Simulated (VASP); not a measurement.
# EuAgSeF (P4/nmm) in VASP: single point with PBE+U

Aim: the single point of EuAgSeF with PBE+U.

Everything below comes from runs of VASP 6.6.1. Logs are shortened: lines on timing, memory, paths and dates and some standing lists are left out, and cuts for length are marked.

### 1 The cell of the first run

The structure is tetragonal, space group P4/nmm (No. 129). Conventional cell: a = 4.168 Å, b = 4.168 Å, c = 9.249 Å, α = 90.00°, β = 90.00°, γ = 90.00°. Eu (site symmetry 4mm) has 4 F at 2.52 Å and 4 Se at 3.26 Å within 3.3 Å. Within 3.6 Å of Ag (site symmetry -4m2) lie 4 Se at 2.77 Å and 4 Ag at 2.95 Å. Within 3.6 Å of Se (site symmetry 4mm) lie 4 Ag at 2.77 Å and 4 Eu at 3.26 Å and 4 F at 3.49 Å. Within 3.3 Å of F (site symmetry -4m2) lie 4 Eu at 2.52 Å and 4 F at 2.95 Å.

### 2 Single point, PBE+U, collinear spin, ferromagnetic start

File INCAR:

```
PREC = Accurate ; ENCUT = 520
EDIFF = 1E-7 ; ISMEAR = 0
SIGMA = 0.1 ; LREAL = False
LASPH = True ; NELM = 150
ALGO = Normal ; ISIF = 2
LWAVE = False ; LCHARG = False
ISPIN = 2 ; MAGMOM = 7 7 0 0 0 0 0 0
LORBIT = 11 ; LMAXMIX = 6
LDAU = True ; LDAUTYPE = 2
LDAUL = 3 -1 -1 -1 ; LDAUU = 6 0 0 0
LDAUJ = 0 0 0 0 ; LDAUPRINT = 1
GGA = PE ; NBANDS = 55
```

File KPOINTS:

```
regular mesh
0
Gamma
  4 4 2
```

File POSCAR:

```
EuAgSeF
1.0
    4.1680712600      0.0000000000      0.0000000000
    0.0000000000      4.1680712600      0.0000000000
    0.0000000000      0.0000000000      9.2489249200
Eu Ag Se F
2 2 2 2
Direct
    0.5000000000      0.0000000000      0.3475800000
    0.0000000000      0.5000000000      0.6524200000
    0.0000000000      0.0000000000      0.0000000000
    0.5000000000      0.5000000000      0.0000000000
    0.0000000000      0.5000000000      0.1968000000
    0.5000000000      0.0000000000      0.8032000000
    0.0000000000      0.0000000000      0.5000000000
    0.5000000000      0.5000000000      0.5000000000
```

Potentials or basis: VASP PAW PBE potentials, release 64 (Eu, Ag, Se, F).

On the command line:

```sh
$ cat potpaw_PBE.64/Eu/POTCAR potpaw_PBE.64/Ag/POTCAR potpaw_PBE.64/Se/POTCAR potpaw_PBE.64/F/POTCAR > POTCAR
$ mpirun -np 1 vasp_std > vasp.out
```

OUTCAR:

```text
PREC = Accurate
   ENCUT = 520
   EDIFF = 1E-7
   ISMEAR = 0
   LREAL = False
   LASPH = True
   NELM = 150
   ISIF = 2
   ISPIN = 2
   LORBIT = 11
   GGA = PE

 ion  position               nearest neighbor table
   1  0.500  0.000  0.348-   7 2.52   8 2.52   8 2.52   7 2.52
   2  0.000  0.500  0.652-   7 2.52   8 2.52   7 2.52   8 2.52
   3  0.000  0.000  0.000-   5 2.77   6 2.77   5 2.77   6 2.77   4 2.95   4 2.95   4 2.95   4 2.95

   4  0.500  0.500  0.000-   5 2.77   6 2.77   6 2.77   5 2.77   3 2.95   3 2.95   3 2.95   3 2.95

   5  0.000  0.500  0.197-   3 2.77   4 2.77   3 2.77   4 2.77
   6  0.500  0.000  0.803-   3 2.77   4 2.77   4 2.77   3 2.77
   7  0.000  0.000  0.500-   1 2.52   2 2.52   2 2.52   1 2.52
   8  0.500  0.500  0.500-   1 2.52   2 2.52   1 2.52   2 2.52

  LATTYP: Found a simple tetragonal cell.
 ALAT       =     4.1680712600
 C/A-ratio  =     2.2189939526

  Lattice vectors:

 A1 = (   4.1680712600,   0.0000000000,   0.0000000000)
 A2 = (   0.0000000000,   4.1680712600,   0.0000000000)
 A3 = (   0.0000000000,   0.0000000000,   9.2489249200)

Analysis of symmetry for initial positions (statically):
=====================================================================
 Subroutine PRICEL returns:
 Original cell was already a primitive cell.

 Routine SETGRP: Setting up the symmetry group for a
 simple tetragonal supercell.

 Subroutine GETGRP returns: Found 16 space group operations
 (whereof  8 operations were pure point group operations)
 out of a pool of 16 trial point group operations.

The static configuration has the point symmetry D_2d.
 The point group associated with its full space group is D_4h.

Analysis of symmetry for dynamics (positions and initial velocities):
=====================================================================
 Subroutine PRICEL returns:
 Original cell was already a primitive cell.

 Routine SETGRP: Setting up the symmetry group for a
 simple tetragonal supercell.

 Subroutine GETGRP returns: Found 16 space group operations
 (whereof  8 operations were pure point group operations)
 out of a pool of 16 trial point group operations.

The dynamic configuration has the point symmetry D_2d.
 The point group associated with its full space group is D_4h.

Analysis of structural, dynamic, and magnetic symmetry:
=====================================================================
 Subroutine PRICEL returns:
 Original cell was already a primitive cell.

 Routine SETGRP: Setting up the symmetry group for a
 simple tetragonal supercell.

 Subroutine GETGRP returns: Found 16 space group operations
 (whereof  8 operations were pure point group operations)
 out of a pool of 16 trial point group operations.

The overall configuration has the point symmetry D_2d.
 The point group associated with its full space group is D_4h.

 Subroutine INISYM returns: Found 16 space group operations
 (whereof  8 operations are pure point group operations),
 and found     1 'primitive' translations

----------------------------------------------------------------------------------------

                                     Primitive cell

  volume of cell :     160.6799

  direct lattice vectors                    reciprocal lattice vectors
     4.168071260  0.000000000  0.000000000     0.239919123  0.000000000  0.000000000
     0.000000000  4.168071260  0.000000000     0.000000000  0.239919123  0.000000000
     0.000000000  0.000000000  9.248924920     0.000000000  0.000000000  0.108120674

  length of vectors
     4.168071260  4.168071260  9.248924920     0.239919123  0.239919123  0.108120674

[... 162 lines left out ...]

atom =   2  type =  1  l = 3

 onsite density matrix

spin component  1

  0.9803 -0.0000  0.0007 -0.0000 -0.0000  0.0000  0.0000
 -0.0000  0.9817  0.0000 -0.0000 -0.0000 -0.0000 -0.0000
  0.0007  0.0000  0.9803  0.0000 -0.0000 -0.0000  0.0000
 -0.0000 -0.0000  0.0000  0.9784  0.0000 -0.0000  0.0000
 -0.0000 -0.0000 -0.0000  0.0000  0.9803  0.0000 -0.0007
  0.0000 -0.0000 -0.0000 -0.0000  0.0000  0.9801 -0.0000
  0.0000 -0.0000  0.0000  0.0000 -0.0007 -0.0000  0.9803

spin component  2

  0.0016 -0.0000 -0.0002 -0.0000 -0.0000  0.0000 -0.0000
 -0.0000  0.0020  0.0000  0.0000  0.0000  0.0000  0.0000
 -0.0002  0.0000  0.0011  0.0000  0.0000 -0.0000  0.0000
 -0.0000  0.0000  0.0000  0.0017  0.0000  0.0000  0.0000
 -0.0000  0.0000  0.0000  0.0000  0.0011  0.0000  0.0002
  0.0000  0.0000 -0.0000  0.0000  0.0000  0.0038 -0.0000
 -0.0000  0.0000  0.0000  0.0000  0.0002 -0.0000  0.0016

 occupancies and eigenvectors

  o =  0.0010  v =  0.0000  0.0000  0.0000  0.0000  0.0000  0.0000  0.0000  0.0000  0.0000  0.0000 -0.0000 -0.9356 -0.0000  0.3529      0.0000  0.0000  0.0000  0.0000  0.0000  0.0000  0.0000  0.0000  0.0000  0.0000  0.0000  0.0000  0.0000  0.0000
  o =  0.0010  v =  0.0000  0.0000  0.0000  0.0000  0.0000  0.0000  0.0000 -0.3529  0.0000 -0.9356 -0.0000 -0.0000 -0.0000  0.0000      0.0000  0.0000  0.0000  0.0000  0.0000  0.0000  0.0000  0.0000  0.0000  0.0000  0.0000  0.0000  0.0000  0.0000
  o =  0.0017  v =  0.0000  0.0000  0.0000  0.0000  0.0000  0.0000  0.0000 -0.0000  0.0000  0.0000 -0.0000 -0.3529 -0.0000 -0.9356      0.0000  0.0000  0.0000  0.0000  0.0000  0.0000  0.0000  0.0000  0.0000  0.0000  0.0000  0.0000  0.0000  0.0000
  o =  0.0017  v =  0.0000  0.0000  0.0000  0.0000  0.0000  0.0000  0.0000  0.9356  0.0000 -0.3529  0.0000 -0.0000 -0.0000 -0.0000      0.0000  0.0000  0.0000  0.0000  0.0000  0.0000  0.0000  0.0000  0.0000  0.0000  0.0000  0.0000  0.0000  0.0000
  o =  0.0017  v =  0.0000  0.0000  0.0000  0.0000  0.0000  0.0000  0.0000  0.0000  0.0000 -0.0000 -1.0000  0.0000  0.0000  0.0000      0.0000  0.0000  0.0000  0.0000  0.0000  0.0000  0.0000  0.0000  0.0000  0.0000  0.0000  0.0000  0.0000  0.0000
  o =  0.0020  v =  0.0000  0.0000  0.0000  0.0000  0.0000  0.0000  0.0000 -0.0000  1.0000  0.0000  0.0000  0.0000  0.0000  0.0000      0.0000  0.0000  0.0000  0.0000  0.0000  0.0000  0.0000  0.0000  0.0000  0.0000  0.0000  0.0000  0.0000  0.0000
  o =  0.0038  v =  0.0000  0.0000  0.0000  0.0000  0.0000  0.0000  0.0000  0.0000 -0.0000 -0.0000  0.0000  0.0000  1.0000 -0.0000      0.0000  0.0000  0.0000  0.0000  0.0000  0.0000  0.0000  0.0000  0.0000  0.0000  0.0000  0.0000  0.0000  0.0000
  o =  0.9784  v = -0.0000  0.0000 -0.0000  1.0000  0.0000  0.0000  0.0000  0.0000  0.0000  0.0000  0.0000  0.0000  0.0000  0.0000      0.0000  0.0000  0.0000  0.0000  0.0000  0.0000  0.0000  0.0000  0.0000  0.0000  0.0000  0.0000  0.0000  0.0000
  o =  0.9796  v =  0.0000 -0.0000 -0.0000 -0.0000  0.6998 -0.0000  0.7144  0.0000  0.0000  0.0000  0.0000  0.0000  0.0000  0.0000      0.0000  0.0000  0.0000  0.0000  0.0000  0.0000  0.0000  0.0000  0.0000  0.0000  0.0000  0.0000  0.0000  0.0000
  o =  0.9796  v =  0.7144 -0.0000 -0.6998 -0.0000 -0.0000  0.0000 -0.0000  0.0000  0.0000  0.0000  0.0000  0.0000  0.0000  0.0000      0.0000  0.0000  0.0000  0.0000  0.0000  0.0000  0.0000  0.0000  0.0000  0.0000  0.0000  0.0000  0.0000  0.0000
  o =  0.9801  v =  0.0000 -0.0000 -0.0000  0.0000 -0.0000 -1.0000 -0.0000  0.0000  0.0000  0.0000  0.0000  0.0000  0.0000  0.0000      0.0000  0.0000  0.0000  0.0000  0.0000  0.0000  0.0000  0.0000  0.0000  0.0000  0.0000  0.0000  0.0000  0.0000
  o =  0.9809  v =  0.0000  0.0000  0.0000  0.0000 -0.7144 -0.0000  0.6998  0.0000  0.0000  0.0000  0.0000  0.0000  0.0000  0.0000      0.0000  0.0000  0.0000  0.0000  0.0000  0.0000  0.0000  0.0000  0.0000  0.0000  0.0000  0.0000  0.0000  0.0000
  o =  0.9809  v =  0.6998  0.0000  0.7144  0.0000  0.0000  0.0000 -0.0000  0.0000  0.0000  0.0000  0.0000  0.0000  0.0000  0.0000      0.0000  0.0000  0.0000  0.0000  0.0000  0.0000  0.0000  0.0000  0.0000  0.0000  0.0000  0.0000  0.0000  0.0000
  o =  0.9817  v = -0.0000  1.0000 -0.0000 -0.0000  0.0000 -0.0000 -0.0000  0.0000  0.0000  0.0000  0.0000  0.0000  0.0000  0.0000      0.0000  0.0000  0.0000  0.0000  0.0000  0.0000  0.0000  0.0000  0.0000  0.0000  0.0000  0.0000  0.0000  0.0000

 number of electron      82.0000008 magnetization      13.9999997

 Free energy of the ion-electron system (eV)
  ---------------------------------------------------
  ext. energy  EPLUGINS =         0.00000000
  ---------------------------------------------------
  free energy    TOTEN  =       -53.49894952 eV

  energy without entropy =      -53.49894946  energy(sigma->0) =      -53.49894949

 E-fermi :   4.3495     XC(G=0): -10.2978

 val. band max:        4.0079255447   @ k =   0.0000   0.0000   0.5000
 cond. band min:       4.6719849940   @ k =   0.0000   0.0000   0.0000
 fundamental gap:      0.6640594493
 Fermi energy:         4.3495449413

 spin component 1

 k-point     1 :       0.0000    0.0000    0.0000
  band No.  band energies     occupation
      1     -35.4573      1.00000
      2     -35.4351      1.00000
      3     -19.9584      1.00000
      4     -19.5525      1.00000
      5     -14.4459      1.00000
      6     -14.4459      1.00000
[... 661 lines left out ...]
     52       7.7949      0.00000
     53       8.7875      0.00000
 Fermi energy:         4.3495449413

 spin component 2

 k-point     1 :       0.0000    0.0000    0.0000
  band No.  band energies     occupation
      1     -32.3173      1.00000
      2     -32.2825      1.00000
      3     -19.9214      1.00000
      4     -19.5752      1.00000
      5     -12.2148      1.00000
      6     -12.2148      1.00000
[... 661 lines left out ...]
     52      12.0914      0.00000
     53      13.7569      0.00000
 [bands above 53 left out]

------------------------ aborting loop because EDIFF is reached ----------------------------------------

  FORCE on cell =-STRESS in cart. coord.  units (eV):
  Direction    XX          YY          ZZ          XY          YZ          ZX
  --------------------------------------------------------------------------------------
  -------------------------------------------------------------------------------------
  Total        1.5491360      1.5491360      1.5279904      0.0000000      0.0000000      0.0000000
  in kB       15.4468025     15.4468025     15.2359550      0.0000000      0.0000000      0.0000000
  external PRESSURE =      15.3765200 kB  Pullay stress =       0.0000000 kB

 VOLUME and BASIS-vectors are now :
 -----------------------------------------------------------------------------
  energy-cutoff  :      520.00
  volume of cell :      160.68
      direct lattice vectors                 reciprocal lattice vectors
     4.168071260  0.000000000  0.000000000     0.239919123  0.000000000  0.000000000
     0.000000000  4.168071260  0.000000000     0.000000000  0.239919123  0.000000000
     0.000000000  0.000000000  9.248924920     0.000000000  0.000000000  0.108120674

 POSITION                                       TOTAL-FORCE (eV/Angst)
 -----------------------------------------------------------------------------------
      2.08404      0.00000      3.21474        -0.000000      0.000000     -0.157448
      0.00000      2.08404      6.03418         0.000000      0.000000      0.157448
      0.00000      0.00000      0.00000         0.000000     -0.000000     -0.000000
      2.08404      2.08404      0.00000         0.000000      0.000000     -0.000000
      0.00000      2.08404      1.82019         0.000000     -0.000000      0.153356
      2.08404      0.00000      7.42874         0.000000      0.000000     -0.153356
      0.00000      0.00000      4.62446        -0.000000      0.000000     -0.000000
      2.08404      2.08404      4.62446         0.000000      0.000000     -0.000000
 -----------------------------------------------------------------------------------
    total drift:                                0.000000     -0.000000      0.000000

  FREE ENERGIE OF THE ION-ELECTRON SYSTEM (eV)
  ---------------------------------------------------
  free  energy   TOTEN  =       -53.4989495160 eV

  energy  without entropy=      -53.4989494605  energy(sigma->0) =      -53.49894949

 total charge

# of ion       s       p       d       f       tot
--------------------------------------------------
    1        2.019   5.793   0.200   6.866  14.879
    2        2.019   5.793   0.200   6.866  14.879
    3        0.324   0.274   9.246   0.000   9.844
    4        0.324   0.274   9.246   0.000   9.844
    5        1.439   2.376   0.026   0.000   3.842
    6        1.439   2.376   0.026   0.000   3.842
    7        1.735   4.366   0.000   0.000   6.101
    8        1.735   4.366   0.000   0.000   6.101
--------------------------------------------------
tot         11.038  25.618  18.944  13.732  69.331

 magnetization (x)

# of ion       s       p       d       f       tot
--------------------------------------------------
    1       -0.018  -0.122   0.031   6.842   6.733
    2       -0.018  -0.122   0.031   6.842   6.733
    3       -0.000  -0.001  -0.003   0.000  -0.003
    4       -0.000  -0.001  -0.003   0.000  -0.003
    5       -0.001  -0.020   0.001   0.000  -0.020
    6       -0.001  -0.020   0.001   0.000  -0.020
    7       -0.001  -0.018   0.000   0.000  -0.019
    8       -0.001  -0.018   0.000   0.000  -0.019
--------------------------------------------------
tot         -0.040  -0.323   0.059  13.684  13.381
```

Run time: 6.1 min. Hardware: 1 thread of Intel Xeon Platinum 8259CL at 2.50GHz (Skylake/Cascade Lake), shared host; peak memory 0.42 GiB.

What came out:

| Quantity | Value |
| --- | --- |
| Free energy | -53.4989 eV |
| Pressure | 1.5 GPa |
| Largest force | 0.157 eV/Å |
| Band gap on the k mesh | 0.66 eV |
| Net moment | 14.00 μB per cell |
| Site moments | Eu +6.73; Ag -0.00; Se -0.02; F -0.02 μB |
| Valence electrons inside the program's atomic spheres | Eu 14.88; Ag 9.84; Se 3.84; F 6.10 |

Forces on the atoms (eV/Å):
```
Eu   0.000  0.000 -0.157
Eu   0.000  0.000  0.157
Ag   0.000  0.000  0.000
Ag   0.000  0.000  0.000
Se   0.000  0.000  0.153
Se   0.000  0.000 -0.153
F    0.000  0.000  0.000
F    0.000  0.000  0.000
```

Eigenvalues of the final occupation matrices:
```csv
site,spin,trace,eigenvalues
site 1 f,1,6.86,0.98 0.98 0.98 0.98 0.98 0.98 0.98
site 1 f,2,0.01,0.00 0.00 0.00 0.00 0.00 0.00 0.00
site 2 f,1,6.86,0.98 0.98 0.98 0.98 0.98 0.98 0.98
site 2 f,2,0.01,0.00 0.00 0.00 0.00 0.00 0.00 0.00
```

Caveat: spin-orbit coupling is left out, which moves the levels of the heavy elements.
